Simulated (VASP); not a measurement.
A run of VASP 6.6.1:

File INCAR:

```
ALGO     = Normal         # electronic algorithm
EDIFF    = 1E-6           # SCF threshold, eV
ENCUT    = 520            # plane-wave cutoff, eV
GGA      = RP             # functional
ISIF     = 2              # what is computed and relaxed
ISMEAR   = 0              # smearing method
LASPH    = T              # aspherical terms in the spheres
LCHARG   = F              # write CHGCAR
LREAL    = F              # projectors in reciprocal space
LWAVE    = F              # write WAVECAR
NBANDS   = 11             # bands
NELM     = 60             # most SCF steps
PREC     = Accurate       # precision mode
SIGMA    = 0.1            # smearing width, eV
```

KPOINTS

```
k-points
0
Gamma
  6 6 6
```

The input POSCAR:

```
Ba
1.0
    4.0459696434      0.0000000000      0.0000000000
    0.0000000000      4.0459696434      0.0000000000
    0.0000000000      0.0000000000      4.0459696434
Ba
1
Direct
    0.0000000000      0.0000000000      0.0000000000
```

Potentials or basis: VASP PAW PBE potentials, release 64 (Ba_sv).

Launch:

```sh
$ cat potpaw_PBE.64/Ba_sv/POTCAR > POTCAR
$ mpirun -np 1 vasp_std > vasp.out
```

Hardware: 1 thread of Intel Xeon 8259CL (shared host).

Task: How long does it take, and how much memory?

Result: Wall time 9.2 s on 1 thread of Intel Xeon 8259CL, on a shared host, peak memory 0.17 GiB. Counts: scf iterations 11, k points 20.
